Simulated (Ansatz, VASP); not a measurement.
## One calculation of C, two programs

```
CELL_PARAMETERS angstrom
3.24499 0.00000 0.00000
-1.62249 2.81024 0.00000
0.00000 0.00000 3.37250
ATOMIC_POSITIONS crystal
C 0.50000 0.00000 0.00000
C 0.00000 0.50000 0.00000
C 0.50000 0.50000 0.00000
C 0.00000 0.00000 0.50000
```

Alike in both runs: task relaxation of cell and atoms; functional PBE; k mesh 18 × 18 × 14; occupations gaussian, width 0.1 eV; no spin polarisation.

```csv
,VASP,Ansatz
version,VASP 6.6.1,Ansatz 0.2.0
potentials or method,"VASP PAW PBE potentials, release 64 (C), cutoff 600 eV","scalar-relativistic, plane waves, PAW"
valence electrons in the cell,16,16
```

Ansatz gave:

* gap on the k mesh at the Fermi level, each at its own relaxed structure (eV): none
* relaxed volume (Å³/atom): 7.82
* relaxed length of the cell vector where the two differ most in proportion (Å): 3.580

Question: Which values does VASP return?

Answer: gap on the k mesh at the Fermi level, each at its own relaxed structure (eV): none; relaxed volume (Å³/atom): 7.79; relaxed length of the cell vector where the two differ most in proportion (Å): 3.557.

A gap of «none» marks a metal or a gap that the smearing closes.
